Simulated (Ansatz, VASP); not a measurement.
**One calculation of MgS, two programs**

Contents of POSCAR:

```
MgS
1.0
    0.0000000000      2.6016500000      2.6016500000
    2.6016500000      0.0000000000      2.6016500000
    2.6016500000      2.6016500000      0.0000000000
S Mg
1 1
Direct
    0.5000000000      0.5000000000      0.5000000000
    0.0000000000      0.0000000000      0.0000000000
```

INCAR.step1

```
PREC = Accurate
ENCUT = 520
ISMEAR = -1
SIGMA = 0.05
LREAL = False
LASPH = True
NELM = 80
NBANDS = 11
GGA = PE
ALGO = Normal
EDIFF = 1E-4
LWAVE = True
LCHARG = False
```

The input INCAR.step2:

```
PREC = Accurate
ENCUT = 520
EDIFF = 1E-6
ISMEAR = -1
SIGMA = 0.05
LREAL = False
LASPH = True
NELM = 80
ALGO = Normal
ISIF = 2
LWAVE = False
LCHARG = False
METAGGA = R2SCAN
LMIXTAU = True
NBANDS = 11
ISTART = 1
```

The input KPOINTS:

```
regular mesh
0
Gamma
  5 5 5
```

File input.yaml:

```yaml
crystal:
  lattice:
    - [0.0, 2.60165, 2.60165]
    - [2.60165, 0.0, 2.60165]
    - [2.60165, 2.60165, 0.0]
  atoms:
    - { symbol: S, position: [0.5, 0.5, 0.5] }
    - { symbol: Mg, position: [0.0, 0.0, 0.0] }
hamiltonian:
  xc: r2scan
  pseudopotentials: { kind: paw }
kpoints:
  mp_grid: { grid: [5, 5, 5] }
scf:
  occupations: { method: fermi_dirac, width: 0.05 }
output:
  forces: true
  stress: true
  eigenvalues: true
```

Alike in both runs: task single point; functional r2SCAN; k mesh 5 × 5 × 5; occupations fermi-dirac, width 0.05 eV; no spin polarisation.

```csv
,VASP,Ansatz
version,VASP 6.6.1,Ansatz 0.2.0
potentials or method,"VASP PAW PBE potentials, release 64 (S, Mg)",Ansatz PAW
plane-wave cutoff (eV),520,500
valence electrons in the cell,8,16
```

```csv
,VASP,Ansatz,Ansatz less VASP
gap on the k mesh at the Fermi level (eV),3.85,3.87,+0.027
least direct gap on the mesh (eV),4.61,4.64,+0.026
pressure (GPa),-0.4,0.1,+0.47
```

VASP's potentials were made for PBE, not for r2SCAN. VASP's potentials hold 8 valence electrons a cell and Ansatz's 16, so a difference there can come from the potentials and not from the codes.

Noted on Ansatz's run: odd divisions of the mesh miss points on the zone boundary, where band edges often lie, so the gap on the mesh can be too wide.
